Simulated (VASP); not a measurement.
A run of VASP 6.6.1:

The input INCAR:

```
ALGO     = Normal         # electronic algorithm
EDIFF    = 1E-6           # SCF threshold, eV
ENCUT    = 520            # plane-wave cutoff, eV
GGA      = PS             # functional
ISIF     = 2              # what is computed and relaxed
ISMEAR   = 0              # smearing method
LASPH    = T              # aspherical terms in the spheres
LCHARG   = F              # write CHGCAR
LREAL    = F              # projectors in reciprocal space
LWAVE    = F              # write WAVECAR
NBANDS   = 16             # bands
NELM     = 80             # most SCF steps
PREC     = Accurate       # precision mode
SIGMA    = 0.05           # smearing width, eV
```

KPOINTS

```
k-points
0
Gamma
  9 9 6
```

Contents of POSCAR:

```
MgO
1.0
    3.3992184161      0.0000000000      0.0000000000
   -1.6996092081      2.9438095014      0.0000000000
    0.0000000000      0.0000000000      3.9691391590
Mg O
2 2
Direct
    0.6666666667      0.3333333333      0.7500000000
    0.3333333333      0.6666666667      0.2500000000
    0.6666666667      0.3333333333      0.2500000000
    0.3333333333      0.6666666667      0.7500000000
```

Potentials or basis: VASP PAW PBE potentials, release 64 (Mg, O).

The run is started by

```console
$ cat potpaw_PBE.64/Mg/POTCAR potpaw_PBE.64/O/POTCAR > POTCAR
$ mpirun -np 1 vasp_std > vasp.out
```

Hardware: 1 thread of AMD EPYC 7R13 (shared host).

Estimate the wall time of this run.

It took 46 s on 1 thread of AMD EPYC 7R13, with other jobs on the host, peak memory 0.14 GiB. Counts: scf iterations 13, k points 48.
